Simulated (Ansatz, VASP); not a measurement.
Two plane-wave programs on CoSi2

File INCAR:

```
SYSTEM = CoSi2
PREC = Accurate
ENCUT = 520
EDIFF = 1E-7
ISMEAR = -1
SIGMA = 0.05
LREAL = .FALSE.
LASPH = .TRUE.
NELM = 80
ALGO = Normal
ISIF = 2
LWAVE = .FALSE.
LCHARG = .TRUE.
GGA = PE
LELF = .TRUE.
LVHAR = .TRUE.
NBANDS = 16
```

File KPOINTS:

```
Automatic mesh
0
G
  14 14 14
  0 0 0
```

The input POSCAR:

```
CoSi2
1.0
   -1.4671492580      1.4671492580      3.3545524148
    1.4671492580     -1.4671492580      3.3545524148
    1.4671492580      1.4671492580     -3.3545524148
Co Si
1 2
Direct
    0.0000000000      0.0000000000      0.0000000000
    0.3352097134      0.3352097134      0.0000000000
   -0.3352097134     -0.3352097134      0.0000000000
```

Input for Ansatz:

```yaml
crystal:
  lattice:
    - [-1.467149258, 1.467149258, 3.3545524148]
    - [1.467149258, -1.467149258, 3.3545524148]
    - [1.467149258, 1.467149258, -3.3545524148]
  atoms:
    - { symbol: Co, position: [0.0, 0.0, 0.0] }
    - { symbol: Si, position: [0.3352097134, 0.3352097134, 0.0] }
    - { symbol: Si, position: [-0.3352097134, -0.3352097134, 0.0] }
kpoints:
  mp_grid: { grid: [14, 14, 14] }
scf:
  occupations: { method: fermi_dirac, width: 0.05 }
hamiltonian:
  xc: pbe
  pseudopotentials: { kind: paw }
output:
  forces: true
  stress: true
  eigenvalues: true
  populations: true
```

Change from the starting cell: volume scaled by 0.8, PAW files.

Alike in both runs: task single point; functional PBE; k mesh 14 × 14 × 14; occupations fermi-dirac, width 0.05 eV; no spin polarisation.

|  | VASP | Ansatz |
| --- | --- | --- |
| version | VASP 6.6.1 | Ansatz 0.2.0 |
| potentials or method | VASP PAW PBE potentials, release 64 (Co, Si) | PAW with Ansatz's default frozen-core files, scalar-relativistic |
| plane-wave cutoff (eV) | 520 | 420 |
| valence electrons in the cell | 17 | 25 |

```csv
,VASP,Ansatz,Ansatz less VASP
pressure (GPa),62.7,62.8,+0.17
"traceless stress, the component that is largest in VASP (GPa)",0.29,0.05,-0.237
```

Both programs put the cell under a high pressure, so it lies far from rest at this level. VASP's potentials hold 17 valence electrons a cell and Ansatz's 25, so a difference there can come from the potentials and not from the codes.

Noted on VASP's run: the cell as given lies far from equilibrium.
